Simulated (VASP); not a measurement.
Crystal: Bi.

```
CELL_PARAMETERS angstrom
5.29318 0.00000 0.00000
-2.64659 4.58403 0.00000
0.00000 0.00000 6.43235
ATOMIC_POSITIONS crystal
Bi 0.00000 0.00000 0.25000
Bi 0.00000 0.00000 0.75000
Bi 0.33333 0.66667 0.75000
Bi 0.66667 0.33333 0.25000
```

This isn't the form of Bi at room conditions, which is rhombohedral.

- Program: VASP 6.6.1
- Task: relaxation of cell and atoms
- Functional: PBEsol
- Potentials or basis: VASP PAW PBE potentials, release 64 (Bi_d)
- Cutoff: 600 eV
- k mesh: 12 × 12 × 8
- Occupations: gaussian, width 0.1 eV
- Spin: no spin polarisation

At the start: pressure 0.0 GPa; volume 39.02 Å³/atom.

Question: How do energy, volume and symmetry change on relaxing?

Answer: Over 5 steps the energy falls by 3.1 meV/atom and the volume is 38.73 Å³/atom (-0.7 %); space group P6_3/mmc (No. 194, to 0.1 Å) before and after.

Step by step:
```tsv
step	energy change (eV)	largest force (eV/Å)	pressure (GPa)	volume (Å³)
1	0.0000	0.0000	0.05	156.07
2	-0.0103	0.0000	-0.26	156.32
3	-0.0109	0.0000	-0.34	156.38
4	-0.0124	0.0000	0.10	154.47
5	-0.0126	0.0000	-0.01	154.91
```

Final structure:
```cif
data_structure
_symmetry_space_group_name_H-M 'P 1'
_symmetry_Int_Tables_number 1
_cell_length_a 5.3263
_cell_length_b 5.3263
_cell_length_c 6.3054
_cell_angle_alpha 90.000
_cell_angle_beta 90.000
_cell_angle_gamma 120.000
_cell_volume 154.91
loop_
_atom_site_label
_atom_site_type_symbol
_atom_site_fract_x
_atom_site_fract_y
_atom_site_fract_z
_atom_site_occupancy
Bi1 Bi 0.00000 0.00000 0.25000 1
Bi2 Bi 0.00000 0.00000 0.75000 1
Bi3 Bi 0.33333 0.66667 0.75000 1
Bi4 Bi 0.66667 0.33333 0.25000 1
```

Caveat: the PAW data sets were made with another functional, which shifts forces and pressure a little.
